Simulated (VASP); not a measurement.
## Bi: single point with PBEsol

Crystal: Bi.

```xyz
4
Lattice="2.2582 -6.2133 0.0000 2.2582 6.2133 0.0000 0.0000 0.0000 4.7499" Properties=species:S:1:pos:R:3 pbc="T T T"
Bi    2.2582    4.6855    4.6190
Bi    2.2582   -1.5279    2.5058
Bi    2.2582   -4.6855    0.1309
Bi    2.2582    1.5279    2.2441
```

* Program: VASP 6.6.1
* Task: single point
* Functional: PBEsol
* Potentials or basis: VASP PAW PBE potentials, release 64 (Bi_d)
* Cutoff: 520 eV
* k mesh: 12 × 12 × 10
* Occupations: gaussian, width 0.1 eV
* Spin: no spin polarisation
* Dipole correction: no
* Further INCAR settings: ALGO = Fast; EDIFF = 1e-06; NBANDS = 38

The pressure is -0.1 GPa, the largest force is 0.012 eV/Å and the band gap on the k mesh is zero (bands 30 and 31 overlap by 0.42 eV).

Forces on the atoms (eV/Å):
```
Bi   0.000 -0.008  0.008
Bi   0.000 -0.008 -0.008
Bi   0.000  0.008 -0.008
Bi   0.000  0.008  0.008
```

Levels at points of the mesh, in eV from the Fermi level:
```tsv
k point	band 28	band 29	band 30	band 31	band 32	band 33
(0.00, 0.00, 0.00)	-1.95	-1.13	-0.27	2.87	2.99	3.50
(0.50, 0.00, 0.00)	-1.39	-0.77	-0.77	0.61	0.61	1.02
(0.50, 0.50, 0.00)	-1.44	-0.88	-0.81	0.02	2.47	3.02
(0.00, 0.00, 0.50)	-0.64	-0.32	-0.32	0.33	0.33	0.81
(0.50, 0.00, 0.50)	-3.70	-1.12	-1.12	1.77	1.77	5.26
(0.50, 0.50, 0.50)	-1.04	-0.06	-0.06	0.35	0.35	1.65
```

Run time: 65 min on 1 thread of Oxide Virtual Turin-like Processor, with other jobs on the host, peak memory 0.91 GiB.

Caveat: the PAW data sets were made with another functional, which shifts forces and pressure a little; spin-orbit coupling is left out, which moves the levels of the heavy elements.
